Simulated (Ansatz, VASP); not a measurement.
HgPt3 in VASP and in Ansatz

Contents of INCAR:

```
  ALGO = Normal
  EDIFF = 1E-6
  ENCUT = 520
  ISIF = 2
  ISMEAR = 0
  LASPH = True
  LCHARG = False
  LREAL = False
  LWAVE = False
  NBANDS = 29
  NELM = 60
  PREC = Accurate
  SIGMA = 0.1
```

KPOINTS

```
k-points
0
Gamma
  5 5 8
```

The input POSCAR:

```
HgPt3
1.0
    2.8898872622     -3.9392092788      0.0000000000
    2.8898872622      3.9392092788      0.0000000000
    0.0000000000      0.0000000000      2.8812653329
Hg Pt
1 3
Direct
    0.0000000000      0.0000000000      0.0000000000
    0.5000000000      0.5000000000      0.0000000000
    0.0000000000      0.5000000000      0.5000000000
    0.5000000000      0.0000000000      0.5000000000
```

Input for Ansatz:

```yaml
crystal:
  lattice:
    - [2.8898872622413565, -3.939209278771375, 0.0]
    - [2.8898872622413565, 3.939209278771375, 0.0]
    - [0.0, 0.0, 2.881265332922902]
  atoms:
    - { symbol: Hg, position: [0.0, 0.0, 0.0] }
    - { symbol: Pt, position: [0.5, 0.5, 0.0] }
    - { symbol: Pt, position: [0.0, 0.5, 0.5] }
    - { symbol: Pt, position: [0.5, 0.0, 0.5] }
basis:
  ecutwfc: 421.77648681281397
kpoints:
  mp_grid:
    grid: [5, 5, 8]
hamiltonian:
  xc: lda
scf:
  convergence:
    dr2_threshold: 1.0e-09
  occupations:
    method: gaussian
output:
  stress: true
```

Alike in both runs: task single point; functional LDA; k mesh 5 × 5 × 8; no spin polarisation.

|  | VASP | Ansatz |
| --- | --- | --- |
| version | VASP 6.6.1 | Ansatz 0.2.0 |
| potentials or method | VASP PAW LDA potentials, release 64 (Hg, Pt), cutoff 520 eV | plane waves, PAW |
| occupations | gaussian, width 0.1 eV | gaussian |
| valence electrons in the cell | 42 | 74 |

```tsv
	VASP	Ansatz	Ansatz less VASP
pressure (GPa)	-9.0	-10.4	-1.43
traceless stress, the component that is largest in VASP (GPa)	-0.93	-0.92	+0.013
```

LDA's correlation is that of Perdew and Zunger in VASP and of Perdew and Wang (1992) in Ansatz. VASP's potentials hold 42 valence electrons a cell and Ansatz's 74, so a difference there can come from the potentials and not from the codes. Ansatz's warnings: stress scf threshold loose.

Neither program's run includes spin-orbit coupling.
